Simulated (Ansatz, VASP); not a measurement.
## One calculation of YPb3, two programs

```
CELL_PARAMETERS angstrom
4.82300 -0.02412 -0.02412
-0.02412 4.82300 -0.02412
-0.02412 -0.02412 4.82300
ATOMIC_POSITIONS crystal
Y 0.00000 0.00000 0.00000
Pb 0.00000 0.50000 0.50000
Pb 0.50000 0.00000 0.50000
Pb 0.50000 0.50000 0.00000
```

Change from the starting cell: equal xy, yz and zx shear strains of -1 %, crystal datasets.

Alike in both runs: task electric field gradients; functional PBEsol; k mesh 8 × 8 × 8; occupations fermi-dirac, width 0.08 eV; no spin polarisation.

|  | VASP | Ansatz |
| --- | --- | --- |
| version | VASP 6.6.1 | Ansatz 0.2.0 |
| potentials or method | VASP PAW PBE potentials, release 64 (Y_sv, Pb_d), cutoff 520 eV | all-electron PAW with datasets made for the crystal, scalar-relativistic |

|  | VASP | Ansatz | Ansatz less VASP |
| --- | --- | --- | --- |
| pressure (GPa) | -0.6 | -0.5 | +0.07 |
| traceless stress, the component that is largest in VASP (GPa) | 0.21 | 0.21 | 0.000 |
| size of Vzz on the site where it differs most (V/Å²) | 312.1 | 318.8 | +6.66 |

VASP's potentials were made for PBE, not for PBEsol. Ansatz ran all-electron here, and VASP with PAW potentials.

Neither program's run includes spin-orbit coupling.
